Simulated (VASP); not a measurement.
Here is a VASP 6.6.1 calculation.

File INCAR:

```
SYSTEM = Sr
ALGO     = Normal         ! electronic algorithm
EDIFF    = 1E-6           ! SCF threshold, eV
ENCUT    = 500            ! plane-wave cutoff, eV
GGA_COMPAT= .False.      
ISIF     = 2              ! what is computed and relaxed
ISMEAR   = -1             ! smearing method
LASPH    = .True.         ! aspherical terms in the spheres
LCHARG   = .True.         ! write CHGCAR
LELF     = .True.         ! ELF
LREAL    = .False.        ! projectors in reciprocal space
LVHAR    = .True.       
LWAVE    = .False.        ! write WAVECAR
NBANDS   = 11             ! bands
NELM     = 120            ! most SCF steps
PREC     = Accurate       ! precision mode
SIGMA    = 0.1            ! smearing width, eV
```

File KPOINTS:

```
k-points
0
Gamma
  9 9 9
  0 0 0
```

The input POSCAR:

```
Sr
1.0
    0.0000000000      2.9028949114      2.9028949114
    2.9028949114      0.0000000000      2.9028949114
    2.9028949114      2.9028949114      0.0000000000
Sr
1
Direct
    0.0000000000      0.0000000000      0.0000000000
```

Potentials or basis: VASP PAW LDA potentials, release 64 (Sr_sv).

The run is started by

```sh
$ cat potpaw_LDA.64/Sr_sv/POTCAR > POTCAR
$ mpirun -np 1 vasp_std > vasp.out
```

Problem. Predict the pressure.

Solution. 0.0 GPa.

Problem. What does it give for the band gap on the k mesh?

Solution. 0.18 eV, indirect (least direct gap 0.19 eV).

A k mesh can miss the band edges.
